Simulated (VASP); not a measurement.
Zr2BiP2, 5 atoms in the cell. It takes space group I4/mmm (No. 139, tetragonal). The conventional cell has a = 4.179 Å, b = 4.179 Å, c = 10.965 Å, α = 90.00°, β = 90.00°, γ = 90.00°. Within 3.3 Å of Zr (site symmetry -4m2) lie 4 P at 2.49 Å and 4 Zr at 2.95 Å. Within 4.3 Å of Bi (site symmetry 4/mmm) lie 10 P at 3.26 to 4.10 Å and 8 Zr at 3.45 Å and 4 Bi at 4.18 Å. P (site symmetry 4mm) has 4 Zr at 2.49 Å and 1 P at 2.76 Å and 4 Bi at 3.26 Å within 3.3 Å. 

- Program: VASP 6.6.1
- Task: single point
- Functional: PBE
- Potentials or basis: VASP PAW PBE potentials, release 64 (Zr_sv, Bi_d, P)
- Cutoff: 500 eV
- k mesh: 6 × 6 × 6
- Occupations: gaussian, width 0.1 eV
- Spin: no spin polarisation
- Dipole correction: no
- Further INCAR settings: ALGO = Normal; EDIFF = 1e-06; NBANDS = 32

Potentials or basis: VASP PAW PBE potentials, release 64 (Zr_sv, Bi_d, P).

Command:

```console
$ cat potpaw_PBE.64/Zr_sv/POTCAR potpaw_PBE.64/Bi_d/POTCAR potpaw_PBE.64/P/POTCAR > POTCAR
$ mpirun -np 1 vasp_std > vasp.out
```

Hardware: 1 thread of Oxide Virtual Turin-like Processor (shared host).

Estimate the wall time of this run.

Wall time 2.5 min on 1 thread of Oxide Virtual Turin-like Processor, on a shared host, peak memory 0.33 GiB. Counts: scf iterations 15, k points 30.
